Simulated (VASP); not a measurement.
# LiF (I4/mmm) in VASP: further runs

LiF is run at these levels: r2SCAN; tasks: single point.

All numbers are computed with VASP 6.6.1; they aren't measurements. Logs are shortened: lines on timing, memory, paths and dates and some standing lists are left out, and cuts for length are marked.

## (1) The cell of the first run

It takes space group I4/mmm (No. 139, tetragonal). Conventional cell: a = 2.734 Å, b = 2.734 Å, c = 4.350 Å, α = 90.00°, β = 90.00°, γ = 90.00°. Within 2.6 Å of Li (site symmetry 4/mmm) lie 6 F at 1.93 to 2.18 Å. F (site symmetry 4/mmm) has 6 Li at 1.93 to 2.18 Å within 2.6 Å.

## (2) Single point, r2SCAN (strain -0.040 along x and y, +0.080 along z)

Contents of POSCAR:

```
LiF
1.0
    0.0000000000      1.9334400000      2.1751200000
    1.9334400000      0.0000000000      2.1751200000
    1.9334400000      1.9334400000      0.0000000000
Li F
1 1
Direct
    0.0000000000      0.0000000000      0.0000000000
    0.5000000000      0.5000000000      0.5000000000
```

Contents of INCAR.step1:

```
PREC     = Accurate       # precision mode
ENCUT    = 520            # plane-wave cutoff, eV
ISMEAR   = 0              # smearing method
SIGMA    = 0.05           # smearing width, eV
LREAL    = F              # projectors in reciprocal space
LASPH    = T              # aspherical terms in the spheres
NELM     = 100            # most SCF steps
NBANDS   = 12             # bands
GGA      = PE             # functional
ALGO     = Normal         # electronic algorithm
EDIFF    = 1E-4           # SCF threshold, eV
LWAVE    = T              # write WAVECAR
LCHARG   = F              # write CHGCAR
```

Contents of INCAR.step2:

```
PREC     = Accurate       # precision mode
ENCUT    = 520            # plane-wave cutoff, eV
EDIFF    = 1E-7           # SCF threshold, eV
ISMEAR   = 0              # smearing method
SIGMA    = 0.05           # smearing width, eV
LREAL    = F              # projectors in reciprocal space
LASPH    = T              # aspherical terms in the spheres
NELM     = 100            # most SCF steps
ALGO     = Normal         # electronic algorithm
ISIF     = 2              # what is computed and relaxed
LWAVE    = F              # write WAVECAR
LCHARG   = T              # write CHGCAR
METAGGA  = R2SCAN         # meta-GGA
LMIXTAU  = T            
LELF     = T              # ELF
LVHAR    = T            
NBANDS   = 12             # bands
ISTART   = 1
```

Contents of KPOINTS:

```
regular mesh
0
Gamma
  10 10 10
```

Potentials or basis: VASP PAW PBE potentials, release 64 (Li_sv, F).

Launch:

```console
$ cat potpaw_PBE.64/Li_sv/POTCAR potpaw_PBE.64/F/POTCAR > POTCAR
$ cp INCAR.step1 INCAR
$ mpirun -np 1 vasp_std > vasp.out
$ cp INCAR.step2 INCAR
$ mpirun -np 1 vasp_std > vasp.out
```

OUTCAR:

```text
PREC = Accurate
   ENCUT = 520
   EDIFF = 1E-7
   ISMEAR = 0
   LREAL = F
   LASPH = T
   NELM = 100
   ISIF = 2
   METAGGA = R2SCAN
   ISTART = 1

 ion  position               nearest neighbor table
   1  0.000  0.000  0.000-   2 1.93   2 1.93   2 1.93   2 1.93   2 2.18   2 2.18
   2  0.500  0.500  0.500-   1 1.93   1 1.93   1 1.93   1 1.93   1 2.18   1 2.18

  LATTYP: Found a body centered tetragonal cell.
 ALAT       =     2.7342970700
 C/A-ratio  =     1.5909902577

  Lattice vectors:

 A1 = (  -1.9334400000,   0.0000000000,   2.1751200000)
 A2 = (   1.9334400000,   0.0000000000,   2.1751200000)
 A3 = (   0.0000000000,   1.9334400000,  -2.1751200000)

Analysis of symmetry for initial positions (statically):
=====================================================================
 Subroutine PRICEL returns:
 Original cell was already a primitive cell.

 Routine SETGRP: Setting up the symmetry group for a
 body centered tetragonal supercell.

 Subroutine GETGRP returns: Found 16 space group operations
 (whereof 16 operations were pure point group operations)
 out of a pool of 16 trial point group operations.

The static configuration has the point symmetry D_4h.

Analysis of symmetry for dynamics (positions and initial velocities):
=====================================================================
 Subroutine PRICEL returns:
 Original cell was already a primitive cell.

 Routine SETGRP: Setting up the symmetry group for a
 body centered tetragonal supercell.

 Subroutine GETGRP returns: Found 16 space group operations
 (whereof 16 operations were pure point group operations)
 out of a pool of 16 trial point group operations.

The dynamic configuration has the point symmetry D_4h.

 Subroutine INISYM returns: Found 16 space group operations
 (whereof 16 operations are pure point group operations),
 and found     1 'primitive' translations

----------------------------------------------------------------------------------------

                                     Primitive cell

  volume of cell :      16.2620

  direct lattice vectors                    reciprocal lattice vectors
     0.000000000  1.933440000  2.175120000    -0.258606422  0.258606422  0.229872375
     1.933440000  0.000000000  2.175120000     0.258606422 -0.258606422  0.229872375
     1.933440000  1.933440000  0.000000000     0.258606422  0.258606422 -0.229872375

  length of vectors
     2.910212578  2.910212578  2.734297070     0.431967443  0.431967443  0.431967443

  position of ions in fractional coordinates (direct lattice)
     0.000000000  0.000000000  0.000000000
     0.500000000  0.500000000  0.500000000

  ion indices of the primitive-cell ions
   primitive index   ion index
                 1           1
                 2           2

----------------------------------------------------------------------------------------

 KPOINTS: regular mesh

Automatic generation of k-mesh.
 Grid dimensions read from file:
 generate k-points for:   10   10   10

 Generating k-lattice:

  Cartesian coordinates                     Fractional coordinates (reciprocal lattice)
    -0.025860642  0.025860642  0.022987237     0.100000000  0.000000000  0.000000000
     0.025860642 -0.025860642  0.022987237     0.000000000  0.100000000  0.000000000
     0.025860642  0.025860642 -0.022987237     0.000000000  0.000000000  0.100000000

  Length of vectors
     0.043196744  0.043196744  0.043196744

  Shift w.r.t. Gamma in fractional coordinates (k-lattice)
     0.000000000  0.000000000  0.000000000

 Subroutine IBZKPT returns following result:
 ===========================================

 Found    102 irreducible k-points:

 Following reciprocal coordinates:
            Coordinates               Weight
  0.000000  0.000000  0.000000      1.000000
  0.100000 -0.000000  0.000000      8.000000
  0.200000 -0.000000  0.000000      8.000000
  0.300000 -0.000000  0.000000      8.000000
  0.400000  0.000000  0.000000      8.000000
  0.500000  0.000000  0.000000      4.000000
[... 16 lines left out ...]
  0.300000  0.300000  0.000000      2.000000
  0.400000  0.300000  0.000000      8.000000
 [... further k-points ...]
   k-points           NKPTS =    102   k-points in BZ     NKDIM =    102   number of bands    NBANDS=     12
   number of dos      NEDOS =    301   number of ions     NIONS =      2
   total plane-waves  NPLWV =  11520
   dimension x,y,z NGX =    24 NGY =   24 NGZ =   20
   dimension x,y,z NGXF=    48 NGYF=   48 NGZF=   40
   ions per type =               1   1
   NGX,Y,Z   is equivalent  to a cutoff of  13.71, 13.71, 12.16 a.u.
   NGXF,Y,Z  is equivalent  to a cutoff of  27.42, 27.42, 24.32 a.u.
 SYSTEM =  unknown system
   PREC   = accura    normal or accurate (medium, high low for compatibility)
   ISTART =      1    job   : 0-new  1-cont  2-samecut
   ICHARG =      0    charge: 1-file 2-atom 10-const
   ISPIN  =      1    spin polarized calculation?
   LNONCOLLINEAR =      F non collinear calculations
   LSORBIT =      F    spin-orbit coupling
   LASPH  =      T    aspherical Exc in radial PAW
   ENCUT  =  520.0 eV  38.22 Ry    6.18 a.u.   5.41  5.41  5.08*2*pi/ulx,y,z
   NELM   =    100;   NELMIN=  2; NELMDL=  0     # of ELM steps
   EDIFF  = 0.1E-06   stopping-criterion for ELM
   LREAL  =      F    real-space projection
   EDIFFG = 0.1E-05   stopping-criterion for IOM
   NSW    =      0    number of steps for IOM
   IBRION =     -1    ionic relax: 0-MD 1-quasi-New 2-CG
   NFREE  =      0    steps in history (QN), initial steepest desc. (CG)
   ISIF   =      2    stress and relaxation
   ISYM   =      2    0-nonsym 1-usesym 2-fastsym
   POTIM  = 0.5000    time-step for ionic-motion
   TEBEG  =    0.0;   TEEND  =   0.0 temperature during run
   PSTRESS=    0.0 pullay stress
   NELECT =      10.0000    total number of electrons
   NUPDOWN=      -1.0000    fix difference up-down
   EMIN   =  10.00;   EMAX   =-10.00  energy-range for DOS
   EFERMI =   0.00;   METHOD = LEGACY
   ISMEAR =     0;   SIGMA  =   0.05  broadening in eV -4-tet -1-fermi 0-gaus
   EFERMI_NEDOS =   21; number of points for ismear=-14 and -15
   IALGO  =     38    algorithm
   IMIX   =      4    mixing-type and parameters
     AMIX     =   0.40;   BMIX     =  1.00
     AMIX_MAG =   1.60;   BMIX_MAG =  1.00
  volume/ion in A,a.u.               =       8.13        54.87
  Fermi-wavevector in a.u.,A,eV,Ry     =   1.392141  2.630765 26.368869  1.938057
  Thomas-Fermi vector in A             =   2.515913
   LORBIT       =      0    0 simple, 1 ext, 2 COOP (PROOUT), +10 PAW based schemes
   METAGGA = R2SCAN    functional components
   LHFCALC =     F    Hartree Fock is set to
   AEXX    =    0.0000 exact exchange contribution
   IVDW    =     0    specifies the selected vdW correction
   LEPSILON=     F    determine dielectric tensor
   LRPA    =     F    only Hartree local field effects (RPA)
 non-spin polarized calculation
 Gauss-broadening in eV      SIGMA  =   0.05
  energy-cutoff  :      520.00
  volume of cell :       16.26
 maximum number of plane-waves:       451
 NGX is ok and might be reduce to    24
   NGX = 11   NGY = 11   NGZ = 11

 number of electron       9.9999998 magnetization

 Free energy of the ion-electron system (eV)
  ---------------------------------------------------
  ext. energy  EPLUGINS =         0.00000000
  ---------------------------------------------------
  free energy    TOTEN  =       -11.86438706 eV

  energy without entropy =      -11.86438706  energy(sigma->0) =      -11.86438706

 E-fermi :  -1.3502     XC(G=0): -10.5495

 val. band max:       -1.5422657004   @ k =   0.0000   0.0000   0.0000
 cond. band min:       8.5895382036   @ k =   0.0000   0.0000   0.0000
 fundamental gap:     10.1318039040
 Fermi energy:        -1.3502373935

 k-point     1 :       0.0000    0.0000    0.0000
  band No.  band energies     occupation
      1     -43.6391      2.00000
      2     -22.7396      2.00000
      3      -1.7108      2.00000
      4      -1.7108      2.00000
      5      -1.5423      2.00000
      6       8.5895      0.00000
      7      22.6706      0.00000
      8      23.4293      0.00000
      9      24.4135      0.00000
     10      24.4136      0.00000
     11      25.6634      0.00000
     12      25.6682      0.00000

 k-point     2 :       0.1000   -0.0000    0.0000
  band No.  band energies     occupation
      1     -43.6332      2.00000
      2     -22.7036      2.00000
      3      -1.9533      2.00000
      4      -1.7147      2.00000
      5      -1.6185      2.00000
      6       8.8778      0.00000
      7      20.8600      0.00000
      8      22.1326      0.00000
      9      23.8612      0.00000
     10      24.7929      0.00000
     11      25.9055      0.00000
     12      26.1899      0.00000

 k-point     3 :       0.2000   -0.0000    0.0000
  band No.  band energies     occupation
      1     -43.6178      2.00000
      2     -22.6078      2.00000
      3      -2.6097      2.00000
      4      -1.7393      2.00000
      5      -1.7241      2.00000
      6       9.5261      0.00000
      7      18.4342      0.00000
      8      20.4945      0.00000
      9      22.5388      0.00000
     10      25.9320      0.00000
     11      26.9160      0.00000
     12      27.1942      0.00000

 k-point     4 :       0.3000   -0.0000    0.0000
  band No.  band energies     occupation
      1     -43.5988      2.00000
      2     -22.4851      2.00000
      3      -3.3531      2.00000
      4      -1.8715      2.00000
      5      -1.7340      2.00000
      6      10.0673      0.00000
      7      16.9706      0.00000
      8      19.1512      0.00000
      9      21.2481      0.00000
     10      27.4004      0.00000
     11      28.6022      0.00000
     12      28.7542      0.00000

 k-point     5 :       0.4000    0.0000    0.0000
  band No.  band energies     occupation
      1     -43.5834      2.00000
      2     -22.3818      2.00000
      3      -3.9102      2.00000
      4      -1.9735      2.00000
      5      -1.7407      2.00000
      6      10.2326      0.00000
      7      16.5022      0.00000
      8      18.2744      0.00000
      9      20.3794      0.00000
     10      28.8835      0.00000
     11      30.4666      0.00000
     12      30.6544      0.00000
[... 228 lines left out ...]
      1     -43.5778      2.00000
      2     -22.3326      2.00000
      3      -3.6887      2.00000
      4      -2.7136      2.00000
      5      -1.7479      2.00000
      6      11.6816      0.00000
      7      14.4040      0.00000
      8      19.2936      0.00000
      9      20.4521      0.00000
     10      28.9215      0.00000
     11      29.7078      0.00000
     12      29.8255      0.00000

 k-point    22 :      -0.2000    0.2000    0.0000
  band No.  band energies     occupation
      1     -43.5897      2.00000
      2     -22.4352      2.00000
      3      -3.3690      2.00000
      4      -2.3413      2.00000
      5      -1.6661      2.00000
      6      10.9926      0.00000
      7      15.1291      0.00000
      8      19.6984      0.00000
      9      21.0601      0.00000
     10      27.3599      0.00000
     11      27.6890      0.00000
     12      29.8649      0.00000

 k-point    23 :       0.3000    0.3000    0.0000
  band No.  band energies     occupation
      1     -43.6022      2.00000
      2     -22.3889      2.00000
      3      -3.6385      2.00000
      4      -2.1792      2.00000
      5      -2.1792      2.00000
      6      11.2576      0.00000
      7      18.2708      0.00000
      8      18.7319      0.00000
      9      21.8676      0.00000
     10      21.8699      0.00000
     11      33.5692      0.00000
     12      34.7159      0.00000

 k-point    24 :       0.4000    0.3000    0.0000
  band No.  band energies     occupation
      1     -43.5922      2.00000
      2     -22.2997      2.00000
      3      -4.0215      2.00000
      4      -2.3913      2.00000
      5      -2.2364      2.00000
      6      11.9213      0.00000
      7      17.2131      0.00000
      8      18.3774      0.00000
      9      21.5856      0.00000
     10      22.5590      0.00000
     11      33.2898      0.00000
     12      35.6834      0.00000

 [... further k-points ...]

------------------------ aborting loop because EDIFF is reached ----------------------------------------

  FORCE on cell =-STRESS in cart. coord.  units (eV):
  Direction    XX          YY          ZZ          XY          YZ          ZX
  --------------------------------------------------------------------------------------
  -------------------------------------------------------------------------------------
  Total        0.2312621      0.2312621     -0.6224450      0.0000000     -0.0000000      0.0000000
  in kB       22.7845463     22.7845463    -61.3249176      0.0000000     -0.0000000      0.0000000
  external PRESSURE =      -5.2519416 kB  Pullay stress =       0.0000000 kB

 VOLUME and BASIS-vectors are now :
 -----------------------------------------------------------------------------
  energy-cutoff  :      520.00
  volume of cell :       16.26
      direct lattice vectors                 reciprocal lattice vectors
     0.000000000  1.933440000  2.175120000    -0.258606422  0.258606422  0.229872375
     1.933440000  0.000000000  2.175120000     0.258606422 -0.258606422  0.229872375
     1.933440000  1.933440000  0.000000000     0.258606422  0.258606422 -0.229872375

 POSITION                                       TOTAL-FORCE (eV/Angst)
 -----------------------------------------------------------------------------------
      0.00000      0.00000      0.00000         0.000000     -0.000000     -0.000000
      1.93344      1.93344      2.17512        -0.000000      0.000000      0.000000
 -----------------------------------------------------------------------------------
    total drift:                               -0.000000     -0.000000      0.000000

  FREE ENERGIE OF THE ION-ELECTRON SYSTEM (eV)
  ---------------------------------------------------
  free  energy   TOTEN  =       -11.8643870635 eV

  energy  without entropy=      -11.8643870635  energy(sigma->0) =      -11.86438706
```

Wall time 57 s (1 thread of Intel Xeon Platinum 8259CL at 2.50GHz (Skylake/Cascade Lake), shared host); peak memory 0.14 GiB.

What came out:

```yaml
Free_energy: -11.8644 eV
Band_gap_on_the_k_mesh: 10.13 eV
```

Levels at points of the mesh, in eV from the valence-band top:
| k point | band 1 | band 2 | band 3 | band 4 | band 5 | band 6 | band 7 | band 8 | band 9 | band 10 |
| --- | --- | --- | --- | --- | --- | --- | --- | --- | --- | --- |
| (0.00, 0.00, 0.00) | -42.10 | -21.20 | -0.17 | -0.17 | 0.00 | 10.13 | 24.21 | 24.97 | 25.96 | 25.96 |
| (0.50, 0.00, 0.00) | -42.04 | -20.80 | -2.57 | -0.47 | -0.20 | 11.77 | 18.02 | 19.50 | 21.62 | 31.16 |
| (0.50, 0.50, 0.00) | -42.04 | -20.63 | -3.16 | -0.87 | -0.87 | 14.65 | 18.56 | 19.20 | 23.21 | 23.22 |
| (0.50, 0.00, 0.50) | -42.01 | -20.47 | -3.10 | -1.60 | -0.86 | 16.83 | 16.99 | 19.15 | 20.52 | 22.44 |

Caveat: the cell differs from its parent crystal (strain -0.040 along x and y, +0.080 along z); the cutoff is under 1.25 times the usual one of these potentials, so pressure, stress and relaxed cells hold a basis-set (Pulay) error; the PAW data sets were made with another functional, which shifts forces and pressure a little.

## (3) Single point, r2SCAN (strain +0.040 along x and y, -0.080 along z)

Contents of POSCAR:

```
LiF
1.0
    0.0000000000      2.0945600000      1.8528800000
    2.0945600000      0.0000000000      1.8528800000
    2.0945600000      2.0945600000      0.0000000000
Li F
1 1
Direct
    0.0000000000      0.0000000000      0.0000000000
    0.5000000000      0.5000000000      0.5000000000
```

Contents of INCAR.step1:

```
SYSTEM = LiF
PREC = Accurate ; ENCUT = 520
ISMEAR = 0 ; SIGMA = 0.05
LREAL = .FALSE. ; LASPH = .TRUE.
NELM = 100 ; NBANDS = 12
GGA = PE ; ALGO = Normal
EDIFF = 1E-4 ; LWAVE = .TRUE.
LCHARG = .FALSE.
```

Contents of INCAR.step2:

```
SYSTEM = LiF
PREC = Accurate ; ENCUT = 520
EDIFF = 1E-6 ; ISMEAR = 0
SIGMA = 0.05 ; LREAL = .FALSE.
LASPH = .TRUE. ; NELM = 100
ALGO = Normal ; ISIF = 2
LWAVE = .FALSE. ; LCHARG = .FALSE.
METAGGA = R2SCAN ; LMIXTAU = .TRUE.
NBANDS = 12 ; ISTART = 1
```

Contents of KPOINTS:

```
regular mesh
0
G
  10 10 10
  0 0 0
```

Potentials or basis: VASP PAW PBE potentials, release 64 (Li_sv, F).

Launch:

```console
$ cat potpaw_PBE.64/Li_sv/POTCAR potpaw_PBE.64/F/POTCAR > POTCAR
$ cp INCAR.step1 INCAR
$ mpirun -np 1 vasp_std > vasp.out
$ cp INCAR.step2 INCAR
$ mpirun -np 1 vasp_std > vasp.out
```

Wall time 51 s (1 thread of Intel Xeon Platinum 8259CL at 2.50GHz (Skylake/Cascade Lake), shared host); peak memory 0.15 GiB.

Results (log left out):

```
Free energy            : -11.8490 eV
Band gap on the k mesh : 10.12 eV
```

Levels at points of the mesh, in eV from the valence-band top:
| k point | band 2 | band 3 | band 4 | band 5 | band 6 | band 7 | band 8 | band 9 |
| --- | --- | --- | --- | --- | --- | --- | --- | --- |
| (0.00, 0.00, 0.00) | -21.20 | -0.38 | 0.00 | 0.00 | 10.12 | 25.10 | 25.10 | 25.33 |
| (0.50, 0.00, 0.00) | -20.81 | -2.57 | -0.46 | -0.23 | 11.76 | 18.02 | 19.28 | 21.89 |
| (0.50, 0.50, 0.00) | -20.44 | -3.04 | -1.36 | -1.36 | 16.28 | 17.74 | 19.41 | 20.78 |
| (0.50, 0.00, 0.50) | -20.57 | -3.17 | -1.39 | -0.63 | 15.29 | 18.15 | 19.02 | 21.61 |

Caveat: the cell differs from its parent crystal (strain +0.040 along x and y, -0.080 along z); the cutoff is under 1.25 times the usual one of these potentials, so pressure, stress and relaxed cells hold a basis-set (Pulay) error; the PAW data sets were made with another functional, which shifts forces and pressure a little. A k mesh can miss the band edges.
